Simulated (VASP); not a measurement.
# P (P4/mmm) in VASP: a series of runs

The runs below take P through single point, with PBEsol.

Program: VASP 6.6.1. These are calculated values, not measurements. Logs are shortened: lines on timing, memory, paths and dates and some standing lists are left out, and cuts for length are marked.

## 1. The cell of the first run

The typed cell holds 1 atom: a = 4.166 Å, b = 4.166 Å, c = 4.159 Å, α = 90.00°, β = 90.00°, γ = 90.00°.

## 2. Single point, PBEsol (strain -0.025 along x and y, -0.050 along z)

INCAR reads:

```
PREC     = Accurate       # precision mode
ENCUT    = 520            # plane-wave cutoff, eV
EDIFF    = 1E-6           # SCF threshold, eV
ISMEAR   = 0              # smearing method
SIGMA    = 0.15           # smearing width, eV
LREAL    = F              # projectors in reciprocal space
LASPH    = T              # aspherical terms in the spheres
NELM     = 80             # most SCF steps
ALGO     = Normal         # electronic algorithm
ISIF     = 2              # what is computed and relaxed
LWAVE    = F              # write WAVECAR
LCHARG   = F              # write CHGCAR
GGA      = PS             # functional
NBANDS   = 8              # bands
```

KPOINTS reads:

```
Automatic mesh
0
Gamma
  12 12 12
```

POSCAR reads:

```
P
1.0
    4.1660822360      0.0000000000      0.0000000000
    0.0000000000      4.1660822360      0.0000000000
    0.0000000000      0.0000000000      4.1591000000
P
1
Direct
    0.0000000000      0.0000000000      0.0000000000
```

Potentials or basis: VASP PAW PBE potentials, release 64 (P).

Launch:

```
cat potpaw_PBE.64/P/POTCAR > POTCAR
mpirun -np 1 vasp_std > vasp.out
```

OUTCAR:

```text
PREC = Accurate
   ENCUT = 520
   EDIFF = 1E-6
   ISMEAR = 0
   LREAL = F
   LASPH = T
   NELM = 80
   ISIF = 2
   GGA = PS

 ion  position               nearest neighbor table
   1  0.000  0.000  0.000-

  LATTYP: Found a simple tetragonal cell.
 ALAT       =     4.1660822360
 C/A-ratio  =     0.9983240283

  Lattice vectors:

 A1 = (   4.1660822360,   0.0000000000,   0.0000000000)
 A2 = (   0.0000000000,   4.1660822360,   0.0000000000)
 A3 = (   0.0000000000,   0.0000000000,   4.1591000000)

Analysis of symmetry for initial positions (statically):
=====================================================================
 Subroutine PRICEL returns:
 Original cell was already a primitive cell.

 Routine SETGRP: Setting up the symmetry group for a
 simple tetragonal supercell.

 Subroutine GETGRP returns: Found 16 space group operations
 (whereof 16 operations were pure point group operations)
 out of a pool of 16 trial point group operations.

The static configuration has the point symmetry D_4h.

Analysis of symmetry for dynamics (positions and initial velocities):
=====================================================================
 Subroutine PRICEL returns:
 Original cell was already a primitive cell.

 Routine SETGRP: Setting up the symmetry group for a
 simple tetragonal supercell.

 Subroutine GETGRP returns: Found 16 space group operations
 (whereof 16 operations were pure point group operations)
 out of a pool of 16 trial point group operations.

The dynamic configuration has the point symmetry D_4h.

 Subroutine INISYM returns: Found 16 space group operations
 (whereof 16 operations are pure point group operations),
 and found     1 'primitive' translations

----------------------------------------------------------------------------------------

                                     Primitive cell

  volume of cell :      72.1863

  direct lattice vectors                    reciprocal lattice vectors
     4.166082236  0.000000000  0.000000000     0.240033668  0.000000000  0.000000000
     0.000000000  4.166082236  0.000000000     0.000000000  0.240033668  0.000000000
     0.000000000  0.000000000  4.159100000     0.000000000  0.000000000  0.240436633

  length of vectors
     4.166082236  4.166082236  4.159100000     0.240033668  0.240033668  0.240436633

  position of ions in fractional coordinates (direct lattice)
     0.000000000  0.000000000  0.000000000

  ion indices of the primitive-cell ions
   primitive index   ion index
                 1           1

----------------------------------------------------------------------------------------

 KPOINTS: Automatic mesh

Automatic generation of k-mesh.
 Grid dimensions read from file:
 generate k-points for:   12   12   12

 Generating k-lattice:

  Cartesian coordinates                     Fractional coordinates (reciprocal lattice)
     0.020002806  0.000000000  0.000000000     0.083333333  0.000000000  0.000000000
     0.000000000  0.020002806  0.000000000     0.000000000  0.083333333  0.000000000
     0.000000000  0.000000000  0.020036386     0.000000000  0.000000000  0.083333333

  Length of vectors
     0.020002806  0.020002806  0.020036386

  Shift w.r.t. Gamma in fractional coordinates (k-lattice)
     0.000000000  0.000000000  0.000000000

 Subroutine IBZKPT returns following result:
 ===========================================

 Found    196 irreducible k-points:

 Following reciprocal coordinates:
            Coordinates               Weight
  0.000000  0.000000  0.000000      1.000000
  0.083333  0.000000  0.000000      4.000000
  0.166667  0.000000  0.000000      4.000000
  0.250000  0.000000  0.000000      4.000000
  0.333333  0.000000  0.000000      4.000000
  0.416667  0.000000  0.000000      4.000000
[... 16 lines left out ...]
  0.333333  0.333333  0.000000      4.000000
  0.416667  0.333333  0.000000      8.000000
 [... further k-points ...]
   k-points           NKPTS =    196   k-points in BZ     NKDIM =    196   number of bands    NBANDS=      8
   number of dos      NEDOS =    301   number of ions     NIONS =      1
   total plane-waves  NPLWV =  32768
   dimension x,y,z NGX =    32 NGY =   32 NGZ =   32
   dimension x,y,z NGXF=    64 NGYF=   64 NGZF=   64
   ions per type =               1
   NGX,Y,Z   is equivalent  to a cutoff of  12.77, 12.77, 12.79 a.u.
   NGXF,Y,Z  is equivalent  to a cutoff of  25.54, 25.54, 25.58 a.u.
 SYSTEM =  unknown system
   PREC   = accura    normal or accurate (medium, high low for compatibility)
   ISTART =      0    job   : 0-new  1-cont  2-samecut
   ICHARG =      2    charge: 1-file 2-atom 10-const
   ISPIN  =      1    spin polarized calculation?
   LNONCOLLINEAR =      F non collinear calculations
   LSORBIT =      F    spin-orbit coupling
   LASPH  =      T    aspherical Exc in radial PAW
   ENCUT  =  520.0 eV  38.22 Ry    6.18 a.u.   7.75  7.75  7.73*2*pi/ulx,y,z
   NELM   =     80;   NELMIN=  2; NELMDL= -5     # of ELM steps
   EDIFF  = 0.1E-05   stopping-criterion for ELM
   LREAL  =      F    real-space projection
   EDIFFG = 0.1E-04   stopping-criterion for IOM
   NSW    =      0    number of steps for IOM
   IBRION =     -1    ionic relax: 0-MD 1-quasi-New 2-CG
   NFREE  =      0    steps in history (QN), initial steepest desc. (CG)
   ISIF   =      2    stress and relaxation
   ISYM   =      2    0-nonsym 1-usesym 2-fastsym
   POTIM  = 0.5000    time-step for ionic-motion
   TEBEG  =    0.0;   TEEND  =   0.0 temperature during run
   PSTRESS=    0.0 pullay stress
   NELECT =       5.0000    total number of electrons
   NUPDOWN=      -1.0000    fix difference up-down
   EMIN   =  10.00;   EMAX   =-10.00  energy-range for DOS
   EFERMI =   0.00;   METHOD = LEGACY
   ISMEAR =     0;   SIGMA  =   0.15  broadening in eV -4-tet -1-fermi 0-gaus
   EFERMI_NEDOS =   21; number of points for ismear=-14 and -15
   IALGO  =     38    algorithm
   IMIX   =      4    mixing-type and parameters
     AMIX     =   0.40;   BMIX     =  1.00
     AMIX_MAG =   1.60;   BMIX_MAG =  1.00
  volume/ion in A,a.u.               =      72.19       487.14
  Fermi-wavevector in a.u.,A,eV,Ry     =   0.672326  1.270512  6.150134  0.452022
  Thomas-Fermi vector in A             =   1.748412
   LORBIT       =      0    0 simple, 1 ext, 2 COOP (PROOUT), +10 PAW based schemes
   GGA     = PS    functional components
   LHFCALC =     F    Hartree Fock is set to
   AEXX    =    0.0000 exact exchange contribution
   IVDW    =     0    specifies the selected vdW correction
   LEPSILON=     F    determine dielectric tensor
   LRPA    =     F    only Hartree local field effects (RPA)
 non-spin polarized calculation
 Gauss-broadening in eV      SIGMA  =   0.15
  energy-cutoff  :      520.00
  volume of cell :       72.19
 maximum number of plane-waves:      1972
 NGX is ok and might be reduce to    32
   NGX = 15   NGY = 15   NGZ = 15

 number of electron       5.0000002 magnetization

 Free energy of the ion-electron system (eV)
  ---------------------------------------------------
  ext. energy  EPLUGINS =         0.00000000
  ---------------------------------------------------
  free energy    TOTEN  =        -1.39513102 eV

  energy without entropy =       -1.36327820  energy(sigma->0) =       -1.37920461

 E-fermi :  -2.8062     XC(G=0):  -5.3776

 val. band max:       -2.8064337894   @ k =   0.4167   0.2500   0.0833
 cond. band min:      -2.8053138778   @ k =   0.4167   0.0833   0.2500
 fundamental gap:      0.0011199117
 Fermi energy:        -2.8061775019

 k-point     1 :       0.0000    0.0000    0.0000
  band No.  band energies     occupation
      1     -11.6130      2.00000
      2      -2.1832      0.00000
      3      -2.1832      0.00000
      4      -2.1742      0.00000
      5       1.9405      0.00000
      6       4.7158      0.00000
      7       4.7222      0.00000
      8       9.6985      0.00000

 k-point     2 :       0.0833    0.0000    0.0000
  band No.  band energies     occupation
      1     -11.5996      2.00000
      2      -2.3274      0.00001
      3      -2.1722      0.00000
      4      -2.1633      0.00000
      5       2.0728      0.00000
      6       4.7591      0.00000
      7       4.8501      0.00000
      8       9.2364      0.00000

 k-point     3 :       0.1667    0.0000    0.0000
  band No.  band energies     occupation
      1     -11.5623      2.00000
      2      -2.6792      0.23118
      3      -2.1420      0.00000
      4      -2.1331      0.00000
      5       2.3983      0.00000
      6       4.8706      0.00000
      7       5.1902      0.00000
      8       8.5586      0.00000

 k-point     4 :       0.2500    0.0000    0.0000
  band No.  band energies     occupation
      1     -11.5099      2.00000
      2      -3.0915      1.99285
      3      -2.0997      0.00000
      4      -2.0910      0.00000
      5       2.8091      0.00000
      6       5.0393      0.00000
      7       5.5191      0.00000
      8       7.9476      0.00000

 k-point     5 :       0.3333    0.0000    0.0000
  band No.  band energies     occupation
      1     -11.4557      2.00000
      2      -3.4526      2.00000
      3      -2.0564      0.00000
      4      -2.0478      0.00000
      5       3.2517      0.00000
      6       5.2335      0.00000
      7       5.5225      0.00000
      8       7.4770      0.00000
[... 177 lines left out ...]
 k-point    22 :       0.5000    0.2500    0.0000
  band No.  band energies     occupation
      1     -11.3045      2.00000
      2      -3.6145      2.00000
      3      -2.8012      0.96227
      4      -1.9295      0.00000
      5       3.8537      0.00000
      6       4.7935      0.00000
      7       6.5335      0.00000
      8       7.0579      0.00000

 k-point    23 :       0.3333    0.3333    0.0000
  band No.  band energies     occupation
      1     -11.3074      2.00000
      2      -3.2603      1.99998
      3      -3.1724      1.99944
      4      -1.9318      0.00000
      5       3.6372      0.00000
      6       4.9168      0.00000
      7       6.9014      0.00000
      8       7.1009      0.00000

 k-point    24 :       0.4167    0.3333    0.0000
  band No.  band energies     occupation
      1     -11.2690      2.00000
      2      -3.4468      2.00000
      3      -3.1509      1.99885
      4      -1.9022      0.00000
      5       3.4610      0.00000
      6       5.0681      0.00000
      7       7.0383      0.00000
      8       7.2057      0.00000

 [... further k-points ...]
[... 5 lines left out ...]
  --------------------------------------------------------------------------------------
  -------------------------------------------------------------------------------------
  Total       -2.1643524     -2.1643524     -2.1789997      0.0000000      0.0000000      0.0000000
  in kB      -48.0378445    -48.0378445    -48.3629433      0.0000000      0.0000000      0.0000000
  external PRESSURE =     -48.1462108 kB  Pullay stress =       0.0000000 kB

 VOLUME and BASIS-vectors are now :
 -----------------------------------------------------------------------------
  energy-cutoff  :      520.00
  volume of cell :       72.19
      direct lattice vectors                 reciprocal lattice vectors
     4.166082236  0.000000000  0.000000000     0.240033668  0.000000000  0.000000000
     0.000000000  4.166082236  0.000000000     0.000000000  0.240033668  0.000000000
     0.000000000  0.000000000  4.159100000     0.000000000  0.000000000  0.240436633

 POSITION                                       TOTAL-FORCE (eV/Angst)
 -----------------------------------------------------------------------------------
      0.00000      0.00000      0.00000         0.000000      0.000000      0.000000
 -----------------------------------------------------------------------------------
    total drift:                               -0.000000      0.000000      0.000000

  FREE ENERGIE OF THE ION-ELECTRON SYSTEM (eV)
  ---------------------------------------------------
  free  energy   TOTEN  =        -1.3951310198 eV

  energy  without entropy=       -1.3632781951  energy(sigma->0) =       -1.37920461
```

Run time: 79 s. Hardware: 1 thread of AMD EPYC 7R43 (Zen 3), shared host; peak memory 0.2 GiB.

What came out:

```yaml
Free_energy: -1.3951 eV
Pressure: -4.8 GPa
```

Caveat: the cell differs from its parent crystal (strain -0.025 along x and y, -0.050 along z); the PAW data sets were made with another functional, which shifts forces and pressure a little.

## 3. Single point, PBEsol (strain -0.025 along x and y, -0.025 along z)

INCAR reads:

```
SYSTEM = P
ALGO     = Normal         ! electronic algorithm
EDIFF    = 1E-6           ! SCF threshold, eV
ENCUT    = 520            ! plane-wave cutoff, eV
GGA      = PS             ! functional
ISIF     = 2              ! what is computed and relaxed
ISMEAR   = 0              ! smearing method
LASPH    = .TRUE.         ! aspherical terms in the spheres
LCHARG   = .TRUE.         ! write CHGCAR
LELF     = .TRUE.         ! ELF
LREAL    = .FALSE.        ! projectors in reciprocal space
LVHAR    = .TRUE.       
LWAVE    = .FALSE.        ! write WAVECAR
NBANDS   = 8              ! bands
NELM     = 100            ! most SCF steps
PREC     = Accurate       ! precision mode
SIGMA    = 0.15           ! smearing width, eV
```

KPOINTS reads:

```
k-points
0
G
  12 12 12
  0 0 0
```

Edit POSCAR of step 2 so:

```diff
@@ -4,3 +4,3 @@
     0.0000000000      4.1660822360      0.0000000000
-    0.0000000000      0.0000000000      4.1591000000
+    0.0000000000      0.0000000000      4.2685500000
 P
```

Potentials or basis: VASP PAW PBE potentials, release 64 (P).

Launch:

```
cat potpaw_PBE.64/P/POTCAR > POTCAR
mpirun -np 1 vasp_std > vasp.out
```

Run time: 81 s. Hardware: 1 thread of AMD EPYC 7R43 (Zen 3), shared host; peak memory 0.2 GiB.

The run converged. Its results:

```
Free energy : -1.3414 eV
Pressure    : -4.6 GPa
```

Stress tensor (GPa, compression positive):
```
-4.71  0.00  0.00
 0.00 -4.71  0.00
 0.00  0.00 -4.25
```

Levels at points of the mesh, in eV from the Fermi level:
| k point | band 1 | band 2 | band 3 | band 4 | band 5 | band 6 | band 7 |
| --- | --- | --- | --- | --- | --- | --- | --- |
| (0.00, 0.00, 0.00) | -8.79 | 0.52 | 0.64 | 0.64 | 4.71 | 7.47 | 7.56 |
| (0.50, 0.00, 0.00) | -8.57 | -0.95 | 0.69 | 0.81 | 6.67 | 7.76 | 8.26 |
| (0.50, 0.50, 0.00) | -8.38 | -0.60 | -0.60 | 0.85 | 5.80 | 8.29 | 10.06 |
| (0.00, 0.00, 0.50) | -8.61 | -0.90 | 0.78 | 0.78 | 6.64 | 7.69 | 8.22 |
| (0.50, 0.00, 0.50) | -8.41 | -0.65 | -0.55 | 0.93 | 5.79 | 8.30 | 9.98 |
| (0.50, 0.50, 0.50) | -8.23 | -0.36 | -0.36 | -0.26 | 6.87 | 6.97 | 6.97 |

Caveat: the cell differs from its parent crystal (strain -0.025 along x and y, -0.025 along z); the PAW data sets were made with another functional, which shifts forces and pressure a little.
